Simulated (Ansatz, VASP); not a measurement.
**One calculation of HfN2, two programs**

```
Hf N
1.0
     0.00000    2.59682    2.59682
     2.59682    0.00000    2.59682
     2.59682    2.59682    0.00000
Hf N
1 2
Cartesian
  0.0000 0.0000 0.0000
  1.2984 1.2984 1.2984
  3.8952 3.8952 3.8952
```

Alike in both runs: functional PBE; k mesh 16 × 16 × 16; occupations gaussian, width 0.1 eV; no spin polarisation.

Ansatz relaxed the structure, and its values are those at the end. VASP's run is a single point on that final structure, the one shown.

```csv
,VASP,Ansatz
version,VASP 6.6.1,Ansatz 0.2.0
potentials or method,"VASP PAW PBE potentials, release 64 (Hf_pv, N), cutoff 520 eV","scalar-relativistic, plane waves, PAW"
valence electrons in the cell,20,36
```

|  | VASP | Ansatz | Ansatz less VASP |
| --- | --- | --- | --- |
| gap on the k mesh at the Fermi level (eV) | none | none | - |
| pressure (GPa) | -1.8 | 0.0 | +1.83 |

A gap of «none» marks a metal or a gap that the smearing closes. VASP's potentials hold 20 valence electrons a cell and Ansatz's 36, so a difference there can come from the potentials and not from the codes.

Neither program's run includes spin-orbit coupling.
